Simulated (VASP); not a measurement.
A run of VASP 6.6.1:

Contents of INCAR:

```
PREC     = Accurate       # precision mode
ENCUT    = 520            # plane-wave cutoff, eV
EDIFF    = 1E-6           # SCF threshold, eV
ISMEAR   = 0              # smearing method
SIGMA    = 0.15           # smearing width, eV
LREAL    = F              # projectors in reciprocal space
LASPH    = T              # aspherical terms in the spheres
NELM     = 100            # most SCF steps
ALGO     = Normal         # electronic algorithm
ISIF     = 2              # what is computed and relaxed
LWAVE    = F              # write WAVECAR
LCHARG   = F              # write CHGCAR
GGA      = PE             # functional
IVDW     = 12             # dispersion correction
NBANDS   = 22             # bands
```

Contents of KPOINTS:

```
regular mesh
0
Gamma
  12 12 12
```

File POSCAR:

```
GaSb3
1.0
    0.0000000000      3.6478901005      3.6478901005
    3.6478901005      0.0000000000      3.6478901005
    3.6478901005      3.6478901005      0.0000000000
Ga Sb
1 3
Direct
   -0.0114175589      0.0114175589      0.0114175589
    0.2500000000      0.2500000000      0.2500000000
    0.7500000000      0.7500000000      0.7500000000
    0.5000000000      0.5000000000      0.5000000000
```

Potentials or basis: VASP PAW PBE potentials, release 64 (Ga_d, Sb).

Command:

```bash
$ cat potpaw_PBE.64/Ga_d/POTCAR potpaw_PBE.64/Sb/POTCAR > POTCAR
$ mpirun -np 1 vasp_std > vasp.out
```

Hardware: 1 thread of Intel Xeon 8259CL, with other jobs on the host.

Task: Estimate the wall time of this run.

Result: Run time: 7.5 min on 1 thread of Intel Xeon 8259CL (shared host), peak memory 0.49 GiB. Counts: scf iterations 11, k points 163.
